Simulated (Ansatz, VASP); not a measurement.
## Two plane-wave programs on Rh

```
Rh
1.0
     0.00000    1.90155    1.88253
     1.90155    0.00000    1.88253
     1.90155    1.90155    0.00000
Rh
1
Direct
  0.00000 0.00000 0.00000
```

Change from the starting cell: strain -0.0100 x Voigt [0, 0, 1, 0, 0, 0], atoms carried along.

Alike in both runs: task single point; functional PBEsol; k mesh 22 × 22 × 22; occupations gaussian, width 0.15 eV; no spin polarisation.

|  | VASP | Ansatz |
| --- | --- | --- |
| version | VASP 6.6.1 | Ansatz 0.2.0 |
| potentials or method | VASP PAW PBE potentials, release 64 (Rh_pv), cutoff 520 eV | scalar-relativistic, plane waves, PAW |
| valence electrons in the cell | 15 | 17 |

Ansatz gave:

```
gap on the k mesh at the Fermi level (eV)                     : none
pressure (GPa)                                                : -2.3
traceless stress, the component that is largest in VASP (GPa) : 1.69
```

Problem. Estimate VASP's values.

Solution. gap on the k mesh at the Fermi level (eV): none; pressure (GPa): -2.4; traceless stress, the component that is largest in VASP (GPa): 1.69.

VASP's potentials were made for PBE, not for PBEsol. A gap of «none» marks a metal or a gap that the smearing closes. The functional is the same, so the differences come from potentials, cutoffs and numerics. VASP's potentials hold 15 valence electrons a cell and Ansatz's 17, so a difference there can come from the potentials and not from the codes.
